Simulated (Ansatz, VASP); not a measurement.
## One calculation of Be5Te2, two programs

```
CELL_PARAMETERS angstrom
3.84402 0.00000 0.00000
-1.92201 3.32902 0.00000
0.00000 0.00000 9.39557
ATOMIC_POSITIONS crystal
Be 0.00000 0.00000 0.00000
Be 0.66667 0.33333 0.98958
Be 0.33333 0.66667 0.01042
Be 0.66667 0.33333 0.41668
Be 0.33333 0.66667 0.58332
Te 0.33333 0.66667 0.31171
Te 0.66667 0.33333 0.68829
```

Alike in both runs: functional PBE; k mesh 5 × 5 × 2; occupations gaussian, width 0.2 eV; no spin polarisation.

Ansatz relaxed the structure, and its values are those at the end. VASP's run is a single point on that final structure, the one shown.

```csv
,VASP,Ansatz
version,VASP 6.6.1,Ansatz 0.2.0
potentials or method,"VASP PAW PBE potentials, release 64 (Be, Te), cutoff 520 eV","scalar-relativistic, plane waves, PAW"
valence electrons in the cell,22,42
```

|  | VASP | Ansatz | Ansatz less VASP |
| --- | --- | --- | --- |
| gap on the k mesh at the Fermi level (eV) | none | none | - |
| pressure (GPa) | 0.3 | 0.2 | -0.14 |
| rms of the force components (eV/Å) | 0.021 | 0.022 | +0.0012 |

A gap of «none» marks a metal or a gap that the smearing closes. VASP's potentials hold 22 valence electrons a cell and Ansatz's 42, so a difference there can come from the potentials and not from the codes.

The k mesh is coarse, so the values compare programs but aren't converged. Neither program's run includes spin-orbit coupling.
